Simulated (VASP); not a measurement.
# Si2Mo (I4/mmm) in VASP: single point with PBE

Aim: the single point of Si2Mo with PBE.

Program: VASP 6.6.1. These are calculated values, not measurements. Logs are shortened: lines on timing, memory, paths and dates and some standing lists are left out, and cuts for length are marked.

**1. The cell of the first run**

It takes space group I4/mmm (No. 139, tetragonal). Conventional cell: a = 3.217 Å, b = 3.217 Å, c = 7.873 Å, α = 90.00°, β = 90.00°, γ = 90.00°. Within 3.4 Å of Si (site symmetry 4mm) lie 9 Si at 2.60 to 3.22 Å and 5 Mo at 2.62 to 2.64 Å. Mo (site symmetry 4/mmm) has 10 Si at 2.62 to 2.64 Å and 4 Mo at 3.22 Å within 3.5 Å.

**2. Single point, PBE**

Contents of INCAR:

```
SYSTEM = Si2Mo
  ALGO = Normal
  EDIFF = 1E-7
  ENCUT = 520
  GGA = PE
  ISIF = 2
  ISMEAR = 0
  LASPH = .True.
  LCHARG = .False.
  LREAL = .False.
  LWAVE = .False.
  NBANDS = 18
  NELM = 80
  PREC = Accurate
  SIGMA = 0.1
```

Contents of KPOINTS:

```
k-points
0
Gamma
  18 18 18
  0 0 0
```

Contents of POSCAR:

```
Si2Mo
1.0
   -1.6085136288      1.6085136288      3.9365575350
    1.6085136288     -1.6085136288      3.9365575350
    1.6085136288      1.6085136288     -3.9365575350
Si Mo
2 1
Direct
    0.6648985835      0.6648985835      0.0000000000
    0.3351014165      0.3351014165      0.0000000000
    0.0000000000      0.0000000000      0.0000000000
```

Potentials or basis: VASP PAW PBE potentials, release 64 (Si, Mo_sv).

The run is started by

```console
> cat potpaw_PBE.64/Si/POTCAR potpaw_PBE.64/Mo_sv/POTCAR > POTCAR
> mpirun -np 1 vasp_std > vasp.out
```

OUTCAR:

```text
SYSTEM = Si2Mo
   EDIFF = 1E-7
   ENCUT = 520
   GGA = PE
   ISIF = 2
   ISMEAR = 0
   LASPH = .True.
   LREAL = .False.
   NELM = 80
   PREC = Accurate

 ion  position               nearest neighbor table
   1  0.665  0.665  0.000-   2 2.60   3 2.62   3 2.62   3 2.62   3 2.62   3 2.64   2 2.64   2 2.64
                             2 2.64   2 2.64
   2  0.335  0.335  0.000-   1 2.60   3 2.62   3 2.62   3 2.62   3 2.62   3 2.64   1 2.64   1 2.64
                             1 2.64   1 2.64
   3  0.000  0.000  0.000-   1 2.62   1 2.62   1 2.62   2 2.62   1 2.62   2 2.62   2 2.62   2 2.62
                             1 2.64   2 2.64

  LATTYP: Found a body centered tetragonal cell.
 ALAT       =     3.2170272576
 C/A-ratio  =     2.4473261927

  Lattice vectors:

 A1 = (  -1.6085136288,   1.6085136288,   3.9365575350)
 A2 = (   1.6085136288,  -1.6085136288,   3.9365575350)
 A3 = (   1.6085136288,   1.6085136288,  -3.9365575350)

Analysis of symmetry for initial positions (statically):
=====================================================================
 Subroutine PRICEL returns:
 Original cell was already a primitive cell.

 Routine SETGRP: Setting up the symmetry group for a
 body centered tetragonal supercell.

 Subroutine GETGRP returns: Found 16 space group operations
 (whereof 16 operations were pure point group operations)
 out of a pool of 16 trial point group operations.

The static configuration has the point symmetry D_4h.

Analysis of symmetry for dynamics (positions and initial velocities):
=====================================================================
 Subroutine PRICEL returns:
 Original cell was already a primitive cell.

 Routine SETGRP: Setting up the symmetry group for a
 body centered tetragonal supercell.

 Subroutine GETGRP returns: Found 16 space group operations
 (whereof 16 operations were pure point group operations)
 out of a pool of 16 trial point group operations.

The dynamic configuration has the point symmetry D_4h.

 Subroutine INISYM returns: Found 16 space group operations
 (whereof 16 operations are pure point group operations),
 and found     1 'primitive' translations

----------------------------------------------------------------------------------------

                                     Primitive cell

  volume of cell :      40.7405

  direct lattice vectors                    reciprocal lattice vectors
    -1.608513629  1.608513629  3.936557535     0.000000000  0.310845983  0.127014529
     1.608513629 -1.608513629  3.936557535     0.310845983  0.000000000  0.127014529
     1.608513629  1.608513629 -3.936557535     0.310845983  0.310845983  0.000000000

  length of vectors
     4.546550056  4.546550056  4.546550056     0.335794454  0.335794454  0.439602605

  position of ions in fractional coordinates (direct lattice)
     0.664898583  0.664898583  0.000000000
     0.335101417  0.335101417  0.000000000
     0.000000000  0.000000000  0.000000000

  ion indices of the primitive-cell ions
   primitive index   ion index
                 1           1
                 2           2
                 3           3

----------------------------------------------------------------------------------------

 KPOINTS: k-points

Automatic generation of k-mesh.
 Grid dimensions read from file:
 generate k-points for:   18   18   18

 Generating k-lattice:

  Cartesian coordinates                     Fractional coordinates (reciprocal lattice)
     0.000000000  0.017269221  0.007056363     0.055555556  0.000000000  0.000000000
     0.017269221  0.000000000  0.007056363     0.000000000  0.055555556  0.000000000
     0.017269221  0.017269221  0.000000000     0.000000000  0.000000000  0.055555556

  Length of vectors
     0.018655247  0.018655247  0.024422367

  Shift w.r.t. Gamma in fractional coordinates (k-lattice)
     0.000000000  0.000000000  0.000000000

 Subroutine IBZKPT returns following result:
 ===========================================

 Found    480 irreducible k-points:

 Following reciprocal coordinates:
            Coordinates               Weight
  0.000000  0.000000  0.000000      1.000000
  0.055556 -0.000000  0.000000      8.000000
  0.111111 -0.000000  0.000000      8.000000
  0.166667  0.000000  0.000000      8.000000
  0.222222  0.000000  0.000000      8.000000
  0.277778  0.000000  0.000000      8.000000
[... 16 lines left out ...]
 -0.277778  0.055556  0.000000     16.000000
 -0.222222  0.055556  0.000000     16.000000
 [... further k-points ...]
   k-points           NKPTS =    480   k-points in BZ     NKDIM =    480   number of bands    NBANDS=     18
   number of dos      NEDOS =    301   number of ions     NIONS =      3
   total plane-waves  NPLWV =  46656
   dimension x,y,z NGX =    36 NGY =   36 NGZ =   36
   dimension x,y,z NGXF=    72 NGYF=   72 NGZF=   72
   ions per type =               2   1
   NGX,Y,Z   is equivalent  to a cutoff of  13.16, 13.16, 13.16 a.u.
   NGXF,Y,Z  is equivalent  to a cutoff of  26.33, 26.33, 26.33 a.u.
 SYSTEM =  Si2Mo
   PREC   = accura    normal or accurate (medium, high low for compatibility)
   ISTART =      0    job   : 0-new  1-cont  2-samecut
   ICHARG =      2    charge: 1-file 2-atom 10-const
   ISPIN  =      1    spin polarized calculation?
   LNONCOLLINEAR =      F non collinear calculations
   LSORBIT =      F    spin-orbit coupling
   LASPH  =      T    aspherical Exc in radial PAW
   ENCUT  =  520.0 eV  38.22 Ry    6.18 a.u.   8.45  8.45  8.45*2*pi/ulx,y,z
   NELM   =     80;   NELMIN=  2; NELMDL= -5     # of ELM steps
   EDIFF  = 0.1E-06   stopping-criterion for ELM
   LREAL  =      F    real-space projection
   EDIFFG = 0.1E-05   stopping-criterion for IOM
   NSW    =      0    number of steps for IOM
   IBRION =     -1    ionic relax: 0-MD 1-quasi-New 2-CG
   NFREE  =      0    steps in history (QN), initial steepest desc. (CG)
   ISIF   =      2    stress and relaxation
   ISYM   =      2    0-nonsym 1-usesym 2-fastsym
   POTIM  = 0.5000    time-step for ionic-motion
   TEBEG  =    0.0;   TEEND  =   0.0 temperature during run
   PSTRESS=    0.0 pullay stress
   NELECT =      22.0000    total number of electrons
   NUPDOWN=      -1.0000    fix difference up-down
   EMIN   =  10.00;   EMAX   =-10.00  energy-range for DOS
   EFERMI =   0.00;   METHOD = LEGACY
   ISMEAR =     0;   SIGMA  =   0.10  broadening in eV -4-tet -1-fermi 0-gaus
   EFERMI_NEDOS =   21; number of points for ismear=-14 and -15
   IALGO  =     38    algorithm
   IMIX   =      4    mixing-type and parameters
     AMIX     =   0.40;   BMIX     =  1.00
     AMIX_MAG =   1.60;   BMIX_MAG =  1.00
  volume/ion in A,a.u.               =      13.58        91.64
  Fermi-wavevector in a.u.,A,eV,Ry     =   1.333134  2.519257 24.180891  1.777245
  Thomas-Fermi vector in A             =   2.462015
   LORBIT       =      0    0 simple, 1 ext, 2 COOP (PROOUT), +10 PAW based schemes
   GGA     = PE    functional components
   LHFCALC =     F    Hartree Fock is set to
   AEXX    =    0.0000 exact exchange contribution
   IVDW    =     0    specifies the selected vdW correction
   LEPSILON=     F    determine dielectric tensor
   LRPA    =     F    only Hartree local field effects (RPA)
 non-spin polarized calculation
 Gauss-broadening in eV      SIGMA  =   0.10
  energy-cutoff  :      520.00
  volume of cell :       40.74
 maximum number of plane-waves:      1134
 NGX is ok and might be reduce to    36
   NGX = 17   NGY = 17   NGZ = 17

 number of electron      22.0000000 magnetization

 Free energy of the ion-electron system (eV)
  ---------------------------------------------------
  ext. energy  EPLUGINS =         0.00000000
  ---------------------------------------------------
  free energy    TOTEN  =       -23.26226579 eV

  energy without entropy =      -23.26110698  energy(sigma->0) =      -23.26168638

 E-fermi :  12.0691     XC(G=0): -12.3686

 val. band max:       12.0664462714   @ k =   0.0556   0.0556   0.0000
 cond. band min:      12.0768286285   @ k =  -0.1111  -0.1111   0.0556
 fundamental gap:      0.0103823571
 Fermi energy:        12.0691143479

 k-point     1 :       0.0000    0.0000    0.0000
  band No.  band energies     occupation
      1     -48.6656      2.00000
      2     -22.8066      2.00000
      3     -22.7402      2.00000
      4     -22.7402      2.00000
      5      -1.2501      2.00000
      6       5.7638      2.00000
[... 10 lines left out ...]
     17      17.1189      0.00000
     18      17.1189      0.00000

 k-point     2 :       0.0556   -0.0000    0.0000
  band No.  band energies     occupation
      1     -48.6651      2.00000
      2     -22.8061      2.00000
      3     -22.7476      2.00000
      4     -22.7395      2.00000
      5      -1.1945      2.00000
      6       5.7659      2.00000
[... 10 lines left out ...]
     17      17.1543      0.00000
     18      17.4900      0.00000

 k-point     3 :       0.1111   -0.0000    0.0000
  band No.  band energies     occupation
      1     -48.6636      2.00000
      2     -22.8045      2.00000
      3     -22.7690      2.00000
      4     -22.7375      2.00000
      5      -1.0289      2.00000
      6       5.7614      2.00000
[... 10 lines left out ...]
     17      17.3374      0.00000
     18      18.3014      0.00000

 k-point     4 :       0.1667    0.0000    0.0000
  band No.  band energies     occupation
      1     -48.6613      2.00000
      2     -22.8032      2.00000
      3     -22.8004      2.00000
      4     -22.7345      2.00000
      5      -0.7571      2.00000
      6       5.7105      2.00000
[... 375 lines left out ...]
      4     -22.7300      2.00000
      5       0.5897      2.00000
      6       4.7667      2.00000
[... 10 lines left out ...]
     17      19.0979      0.00000
     18      20.4700      0.00000

 k-point    23 :      -0.2778    0.0556    0.0000
  band No.  band energies     occupation
      1     -48.6550      2.00000
      2     -22.8824      2.00000
      3     -22.7941      2.00000
      4     -22.7338      2.00000
      5       0.0560      2.00000
      6       5.3624      2.00000
[... 10 lines left out ...]
     17      18.8445      0.00000
     18      20.2896      0.00000

 k-point    24 :      -0.2222    0.0556    0.0000
  band No.  band energies     occupation
      1     -48.6580      2.00000
      2     -22.8405      2.00000
      3     -22.7973      2.00000
      4     -22.7379      2.00000
      5      -0.3941      2.00000
      6       5.7925      2.00000
[... 10 lines left out ...]
     17      18.2112      0.00000
     18      20.4407      0.00000

 [... further k-points ...]

------------------------ aborting loop because EDIFF is reached ----------------------------------------

  FORCE on cell =-STRESS in cart. coord.  units (eV):
  Direction    XX          YY          ZZ          XY          YZ          ZX
  --------------------------------------------------------------------------------------
  -------------------------------------------------------------------------------------
  Total        0.0355815      0.0355815      0.0323474      0.0000000      0.0000000      0.0000000
  in kB        1.3992946      1.3992946      1.2721079      0.0000000      0.0000000      0.0000000
  external PRESSURE =       1.3568990 kB  Pullay stress =       0.0000000 kB

 VOLUME and BASIS-vectors are now :
 -----------------------------------------------------------------------------
  energy-cutoff  :      520.00
  volume of cell :       40.74
      direct lattice vectors                 reciprocal lattice vectors
    -1.608513629  1.608513629  3.936557535     0.000000000  0.310845983  0.127014529
     1.608513629 -1.608513629  3.936557535     0.310845983  0.000000000  0.127014529
     1.608513629  1.608513629 -3.936557535     0.310845983  0.310845983  0.000000000

 POSITION                                       TOTAL-FORCE (eV/Angst)
 -----------------------------------------------------------------------------------
      0.00000      0.00000      5.23482        -0.000000     -0.000000      0.004404
      0.00000      0.00000      2.63829         0.000000      0.000000     -0.004404
      0.00000      0.00000      0.00000         0.000000      0.000000     -0.000000
 -----------------------------------------------------------------------------------
    total drift:                               -0.000000     -0.000000      0.000000

  FREE ENERGIE OF THE ION-ELECTRON SYSTEM (eV)
  ---------------------------------------------------
  free  energy   TOTEN  =       -23.2622657857 eV

  energy  without entropy=      -23.2611069835  energy(sigma->0) =      -23.26168638
```

It took 6.5 min on 1 thread of Intel Xeon Platinum 8488C (Sapphire Rapids), shared host; peak memory 0.46 GiB.

What came out:

```
Free energy            : -23.2623 eV
Pressure               : 0.1 GPa
Largest force          : 0.004 eV/Å
Band gap on the k mesh : zero (bands 11 and 12 overlap by 0.94 eV)
```

Forces in eV/Å, atoms in the order of the input:
```
Si   0.000  0.000  0.004
Si   0.000  0.000 -0.004
Mo   0.000  0.000  0.000
```
